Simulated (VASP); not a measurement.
# CuO (P4/mmm) in VASP: settings compared

CuO is run at these levels: PBE, PBE+D3(BJ), PBE+D4, PBEsol; tasks: relaxation of cell and atoms, relaxation of the atoms.

Everything below comes from runs of VASP 6.6.1. Logs are shortened: lines on timing, memory, paths and dates and some standing lists are left out, and cuts for length are marked.

## 1. The cell of the first run

The structure is tetragonal, space group P4/mmm (No. 123). The conventional cell has a = 4.161 Å, b = 4.161 Å, c = 3.888 Å, α = 90.00°, β = 90.00°, γ = 90.00°. Within 2.6 Å of Cu (site symmetry mmm) lie 4 O at 1.94 to 2.08 Å. Within 2.6 Å of Cu (site symmetry 4/mmm) lie 6 O at 1.94 to 2.08 Å. O (site symmetry 4/mmm) has 6 Cu at 1.94 to 2.08 Å within 2.6 Å. Within 2.6 Å of O (site symmetry mmm) lie 4 Cu at 1.94 to 2.08 Å.

## 2. Relaxation of cell and atoms, PBE

Contents of INCAR:

```
SYSTEM = CuO
PREC = Accurate ; ENCUT = 600
EDIFF = 1E-7 ; ISMEAR = -1
SIGMA = 0.05 ; LREAL = .FALSE.
LASPH = .TRUE. ; NELM = 60
ALGO = Normal ; ISIF = 3
LWAVE = .FALSE. ; LCHARG = .FALSE.
GGA = PE ; IBRION = 2
NSW = 60 ; EDIFFG = -0.01
```

Contents of KPOINTS:

```
Automatic mesh
0
G
  7 7 7
  0 0 0
```

Contents of POSCAR:

```
CuO
1.0
    4.1609370000      0.0000000000      0.0000000000
    0.0000000000      4.1609370000      0.0000000000
    0.0000000000      0.0000000000      3.8876430000
Cu O
3 3
Direct
    0.5000000000      0.0000000000      0.5000000000
    0.0000000000      0.5000000000      0.5000000000
    0.0000000000      0.0000000000      0.0000000000
    0.0000000000      0.0000000000      0.5000000000
    0.5000000000      0.0000000000      0.0000000000
    0.0000000000      0.5000000000      0.0000000000
```

Potentials or basis: VASP PAW PBE potentials, release 64 (Cu, O).

Started as:

```bash
cat potpaw_PBE.64/Cu/POTCAR potpaw_PBE.64/O/POTCAR > POTCAR
mpirun -np 1 vasp_std > vasp.out
```

OUTCAR:

```text
SYSTEM = CuO
   PREC = Accurate
   ENCUT = 600
   EDIFF = 1E-7
   ISMEAR = -1
   LREAL = .FALSE.
   LASPH = .TRUE.
   NELM = 60
   ISIF = 3
   GGA = PE
   IBRION = 2
   NSW = 60
   EDIFFG = -0.01

 ion  position               nearest neighbor table
   1  0.500  0.000  0.500-   5 1.94   5 1.94   4 2.08   4 2.08
   2  0.000  0.500  0.500-   6 1.94   6 1.94   4 2.08   4 2.08
   3  0.000  0.000  0.000-   4 1.94   4 1.94   6 2.08   5 2.08   6 2.08   5 2.08
   4  0.000  0.000  0.500-   3 1.94   3 1.94   1 2.08   2 2.08   2 2.08   1 2.08
   5  0.500  0.000  0.000-   1 1.94   1 1.94   3 2.08   3 2.08
   6  0.000  0.500  0.000-   2 1.94   2 1.94   3 2.08   3 2.08

  LATTYP: Found a simple tetragonal cell.
 ALAT       =     4.1609370000
 C/A-ratio  =     0.9343191209

  Lattice vectors:

 A1 = (   4.1609370000,   0.0000000000,   0.0000000000)
 A2 = (   0.0000000000,   4.1609370000,   0.0000000000)
 A3 = (   0.0000000000,   0.0000000000,   3.8876430000)

Analysis of symmetry for initial positions (statically):
=====================================================================
 Subroutine PRICEL returns:
 Original cell was already a primitive cell.

 Routine SETGRP: Setting up the symmetry group for a
 simple tetragonal supercell.

 Subroutine GETGRP returns: Found 16 space group operations
 (whereof 16 operations were pure point group operations)
 out of a pool of 16 trial point group operations.

The static configuration has the point symmetry D_4h.

Analysis of symmetry for dynamics (positions and initial velocities):
=====================================================================
 Subroutine PRICEL returns:
 Original cell was already a primitive cell.

 Routine SETGRP: Setting up the symmetry group for a
 simple tetragonal supercell.

 Subroutine GETGRP returns: Found 16 space group operations
 (whereof 16 operations were pure point group operations)
 out of a pool of 16 trial point group operations.

The dynamic configuration has the point symmetry D_4h.

 Subroutine INISYM returns: Found 16 space group operations
 (whereof 16 operations are pure point group operations),
 and found     1 'primitive' translations

----------------------------------------------------------------------------------------

                                     Primitive cell

  volume of cell :      67.3083

  direct lattice vectors                    reciprocal lattice vectors
     4.160937000  0.000000000  0.000000000     0.240330483  0.000000000  0.000000000
     0.000000000  4.160937000  0.000000000     0.000000000  0.240330483  0.000000000
     0.000000000  0.000000000  3.887643000     0.000000000  0.000000000  0.257225265

  length of vectors
     4.160937000  4.160937000  3.887643000     0.240330483  0.240330483  0.257225265

  position of ions in fractional coordinates (direct lattice)
     0.500000000  0.000000000  0.500000000
     0.000000000  0.500000000  0.500000000
     0.000000000  0.000000000  0.000000000
     0.000000000  0.000000000  0.500000000
     0.500000000  0.000000000  0.000000000
     0.000000000  0.500000000  0.000000000

  ion indices of the primitive-cell ions
   primitive index   ion index
                 1           1
                 2           2
                 3           3
                 4           4
                 5           5
                 6           6

----------------------------------------------------------------------------------------

 KPOINTS: Automatic mesh

Automatic generation of k-mesh.
 Grid dimensions read from file:
 generate k-points for:    7    7    7

 Generating k-lattice:

  Cartesian coordinates                     Fractional coordinates (reciprocal lattice)
     0.034332926  0.000000000  0.000000000     0.142857143  0.000000000  0.000000000
     0.000000000  0.034332926  0.000000000     0.000000000  0.142857143  0.000000000
     0.000000000  0.000000000  0.036746466     0.000000000  0.000000000  0.142857143

  Length of vectors
     0.034332926  0.034332926  0.036746466

  Shift w.r.t. Gamma in fractional coordinates (k-lattice)
     0.000000000  0.000000000  0.000000000

 Subroutine IBZKPT returns following result:
 ===========================================

 Found     40 irreducible k-points:

 Following reciprocal coordinates:
            Coordinates               Weight
  0.000000  0.000000  0.000000      1.000000
  0.142857  0.000000  0.000000      4.000000
  0.285714  0.000000  0.000000      4.000000
  0.428571  0.000000  0.000000      4.000000
  0.142857  0.142857  0.000000      4.000000
  0.285714  0.142857  0.000000      8.000000
[... 16 lines left out ...]
  0.285714  0.000000  0.285714      8.000000
  0.428571  0.000000  0.285714      8.000000
 [... further k-points ...]
   k-points           NKPTS =     40   k-points in BZ     NKDIM =     40   number of bands    NBANDS=     30
   number of dos      NEDOS =    301   number of ions     NIONS =      6
   total plane-waves  NPLWV =  41472
   dimension x,y,z NGX =    36 NGY =   36 NGZ =   32
   dimension x,y,z NGXF=    72 NGYF=   72 NGZF=   64
   ions per type =               3   3
   NGX,Y,Z   is equivalent  to a cutoff of  14.38, 14.38, 13.68 a.u.
   NGXF,Y,Z  is equivalent  to a cutoff of  28.77, 28.77, 27.37 a.u.
 SYSTEM =  CuO
   PREC   = accura    normal or accurate (medium, high low for compatibility)
   ISTART =      0    job   : 0-new  1-cont  2-samecut
   ICHARG =      2    charge: 1-file 2-atom 10-const
   ISPIN  =      1    spin polarized calculation?
   LNONCOLLINEAR =      F non collinear calculations
   LSORBIT =      F    spin-orbit coupling
   LASPH  =      T    aspherical Exc in radial PAW
   ENCUT  =  600.0 eV  44.10 Ry    6.64 a.u.   8.31  8.31  7.76*2*pi/ulx,y,z
   NELM   =     60;   NELMIN=  2; NELMDL= -5     # of ELM steps
   EDIFF  = 0.1E-06   stopping-criterion for ELM
   LREAL  =      F    real-space projection
   EDIFFG = -.1E-01   stopping-criterion for IOM
   NSW    =     60    number of steps for IOM
   IBRION =      2    ionic relax: 0-MD 1-quasi-New 2-CG
   NFREE  =      1    steps in history (QN), initial steepest desc. (CG)
   ISIF   =      3    stress and relaxation
   ISYM   =      2    0-nonsym 1-usesym 2-fastsym
   POTIM  = 0.5000    time-step for ionic-motion
   TEBEG  =    0.0;   TEEND  =   0.0 temperature during run
   PSTRESS=    0.0 pullay stress
   NELECT =      51.0000    total number of electrons
   NUPDOWN=      -1.0000    fix difference up-down
   EMIN   =  10.00;   EMAX   =-10.00  energy-range for DOS
   EFERMI =   0.00;   METHOD = LEGACY
   ISMEAR =    -1;   SIGMA  =   0.05  broadening in eV -4-tet -1-fermi 0-gaus
   EFERMI_NEDOS =   21; number of points for ismear=-14 and -15
   IALGO  =     38    algorithm
   IMIX   =      4    mixing-type and parameters
     AMIX     =   0.40;   BMIX     =  1.00
     AMIX_MAG =   1.60;   BMIX_MAG =  1.00
  volume/ion in A,a.u.               =      11.22        75.70
  Fermi-wavevector in a.u.,A,eV,Ry     =   1.492481  2.820379 30.306951  2.227498
  Thomas-Fermi vector in A             =   2.605003
   LORBIT       =      0    0 simple, 1 ext, 2 COOP (PROOUT), +10 PAW based schemes
   GGA     = PE    functional components
   LHFCALC =     F    Hartree Fock is set to
   AEXX    =    0.0000 exact exchange contribution
   IVDW    =     0    specifies the selected vdW correction
   LEPSILON=     F    determine dielectric tensor
   LRPA    =     F    only Hartree local field effects (RPA)
 conjugate gradient relaxation of ions
 non-spin polarized calculation
  energy-cutoff  :      600.00
  volume of cell :       67.31
 maximum number of plane-waves:      2268
 NGX is ok and might be reduce to    36
   NGX = 17   NGY = 17   NGZ = 15

--------------------------------------- Ionic step        1  -------------------------------------------

 number of electron      51.0000019 magnetization

 Free energy of the ion-electron system (eV)
  ---------------------------------------------------
  ext. energy  EPLUGINS =         0.00000000
  ---------------------------------------------------
  free energy    TOTEN  =       -27.96464682 eV

  energy without entropy =      -27.93406884  energy(sigma->0) =      -27.94935783

------------------------ aborting loop because EDIFF is reached ----------------------------------------

  FORCE on cell =-STRESS in cart. coord.  units (eV):
  Direction    XX          YY          ZZ          XY          YZ          ZX
  --------------------------------------------------------------------------------------
  -------------------------------------------------------------------------------------
  Total        0.9586929      0.9586929      0.8876405      0.0000000      0.0000000      0.0000000
  in kB       22.8203034     22.8203034     21.1290042      0.0000000      0.0000000      0.0000000
  external PRESSURE =      22.2565370 kB  Pullay stress =       0.0000000 kB
[... 145 lines left out ...]
  energy  without entropy=      -27.9420039785  energy(sigma->0) =      -27.95800573

--------------------------------------- Ionic step        5  -------------------------------------------

 number of electron      51.0000026 magnetization

 Free energy of the ion-electron system (eV)
  ---------------------------------------------------
  ext. energy  EPLUGINS =         0.00000000
  ---------------------------------------------------
  free energy    TOTEN  =       -27.97552972 eV

  energy without entropy =      -27.94259051  energy(sigma->0) =      -27.95906011

 E-fermi :   3.8974     XC(G=0): -11.0451

 val. band max:        3.8883819873   @ k =   0.4286   0.2857   0.4286
 cond. band min:       3.8977313028   @ k =   0.1429   0.1429   0.4286
 fundamental gap:      0.0093493154
 Fermi energy:         3.8974069793

 k-point     1 :       0.0000    0.0000    0.0000
  band No.  band energies     occupation
      1     -15.7266      2.00000
      2     -13.7933      2.00000
      3     -13.4174      2.00000
      4      -1.8434      2.00000
      5      -1.7108      2.00000
      6      -1.7108      2.00000
[... 781 lines left out ...]
     29       9.3873      0.00000
     30      11.7998      0.00000

 [... further k-points ...]
[... 5 lines left out ...]
  --------------------------------------------------------------------------------------
  -------------------------------------------------------------------------------------
  Total        0.0474967      0.0474967      0.0253347      0.0000000     -0.0000000      0.0000000
  in kB        1.1058503      1.1058503      0.5898585      0.0000000     -0.0000000      0.0000000
  external PRESSURE =       0.9338530 kB  Pullay stress =       0.0000000 kB
[... 21 lines left out ...]
  FREE ENERGIE OF THE ION-ELECTRON SYSTEM (eV)
  ---------------------------------------------------
  free  energy   TOTEN  =       -27.9755297154 eV

  energy  without entropy=      -27.9425905102  energy(sigma->0) =      -27.95906011

 reached required accuracy - stopping structural energy minimisation
```

Run time: 4 min. Hardware: 1 thread of Intel Xeon 6975P-C (Granite Rapids), shared host; peak memory 0.24 GiB.

What came out:

```
Free energy                           : -27.9755 eV
Relaxed volume                        : 11.47 Å³/atom
Relaxed cell                          : a = 4.213 Å, b = 4.213 Å, c = 3.878 Å, α = 90.00°, β = 90.00°, γ = 90.00°
Space group after relaxing (to 0.1 Å) : P4/mmm (No. 123)
Energy gained by relaxing             : 1.8 meV/atom
Ionic steps                           : 5
Pressure after relaxing               : 0.1 GPa
Band gap on the k mesh                : zero (an odd number of electrons rules out a gap without spin polarisation)
```

The path:
| step | energy change (eV) | largest force (eV/Å) | pressure (GPa) | volume (Å³) |
| --- | --- | --- | --- | --- |
| 1 | 0.0000 | 0.0000 | 2.23 | 67.31 |
| 2 | -0.0058 | 0.0000 | -0.95 | 68.84 |
| 3 | -0.0072 | 0.0000 | -0.02 | 68.36 |
| 4 | -0.0094 | 0.0000 | 0.01 | 68.54 |
| 5 | -0.0109 | 0.0000 | 0.09 | 68.81 |

Final structure:
```yaml
crystal:
  lattice:
    - [4.21259, 0.00000, 0.00000]
    - [0.00000, 4.21259, 0.00000]
    - [0.00000, 0.00000, 3.87775]
  atoms:
    - { symbol: Cu, position: [0.50000, 0.00000, 0.50000] }
    - { symbol: Cu, position: [0.00000, 0.50000, 0.50000] }
    - { symbol: Cu, position: [0.00000, 0.00000, 0.00000] }
    - { symbol: O, position: [0.00000, 0.00000, 0.50000] }
    - { symbol: O, position: [0.50000, 0.00000, 0.00000] }
    - { symbol: O, position: [0.00000, 0.50000, 0.00000] }
```

Caveat: an odd number of electrons without spin polarisation forces a metal; a magnetic or distorted state may lie lower; semilocal functionals often make such compounds metallic where correlation or magnetic order opens a gap, which also shifts bond lengths.

## 3. Relaxation of cell and atoms, PBE+D3(BJ)

Contents of INCAR:

```
ALGO = Normal ; EDIFF = 1E-6
EDIFFG = -0.01 ; ENCUT = 600
GGA = PE ; IBRION = 2
ISIF = 3 ; ISMEAR = -1
IVDW = 12 ; LASPH = T
LCHARG = F ; LREAL = F
LWAVE = F ; NELM = 100
NSW = 60 ; PREC = Accurate
SIGMA = 0.05
```

Contents of KPOINTS:

```
k-points
0
Gamma
  7 7 7
```

POSCAR is that of step 2.

Potentials or basis: VASP PAW PBE potentials, release 64 (Cu, O).

Started as:

```bash
cat potpaw_PBE.64/Cu/POTCAR potpaw_PBE.64/O/POTCAR > POTCAR
mpirun -np 1 vasp_std > vasp.out
```

Run time: 3.2 min. Hardware: 1 thread of Intel Xeon 6975P-C (Granite Rapids), shared host; peak memory 0.25 GiB.

The run converged. Its results:

| Item | Value |
| --- | --- |
| Free energy | -29.4833 eV |
| Relaxed volume | 11.05 Å³/atom |
| Relaxed cell | a = 4.128 Å, b = 4.128 Å, c = 3.891 Å, α = 90.00°, β = 90.00°, γ = 90.00° |
| Space group after relaxing (to 0.1 Å) | P4/mmm (No. 123) |
| Energy gained by relaxing | 0.8 meV/atom |
| Ionic steps | 6 |
| Pressure after relaxing | 0.1 GPa |
| Band gap on the k mesh | zero (an odd number of electrons rules out a gap without spin polarisation) |
| Dispersion energy per atom | -0.256 eV |

Stress tensor (GPa, compression positive):
```
 0.14  0.00  0.00
 0.00  0.14  0.00
 0.00  0.00 -0.06
```

Step by step:
```tsv
step	energy change (eV)	largest force (eV/Å)	pressure (GPa)	volume (Å³)
1	0.0000	0.0000	-1.63	67.31
2	-0.0024	0.0000	0.91	66.20
3	-0.0035	0.0000	0.00	66.61
4	-0.0043	0.0000	0.05	66.51
5	-0.0045	0.0000	-0.03	66.44
6	-0.0046	0.0000	0.08	66.31
```

Final structure:
```xyz
6
Lattice="4.1281 0.0000 0.0000 0.0000 4.1281 0.0000 0.0000 0.0000 3.8914" Properties=species:S:1:pos:R:3 pbc="T T T"
Cu    2.0640    0.0000    1.9457
Cu    0.0000    2.0640    1.9457
Cu    0.0000    4.1281    0.0000
O     0.0000    4.1281    1.9457
O     2.0640    4.1281    0.0000
O     0.0000    2.0640    0.0000
```

Levels at points of the mesh, in eV from the Fermi level:
```tsv
k point	band 23	band 24	band 25	band 26	band 27	band 28	band 29	band 30
(0.00, 0.00, 0.00)	-1.56	-1.50	-1.45	-1.45	-1.40	1.32	6.21	7.67
```

Caveat: an odd number of electrons without spin polarisation forces a metal; a magnetic or distorted state may lie lower; semilocal functionals often make such compounds metallic where correlation or magnetic order opens a gap, which also shifts bond lengths. With open d or f shells a metallic result of PBE can be an artefact of self-interaction; +U or a hybrid may open a gap.

(Part 1 of 3 ends here.)
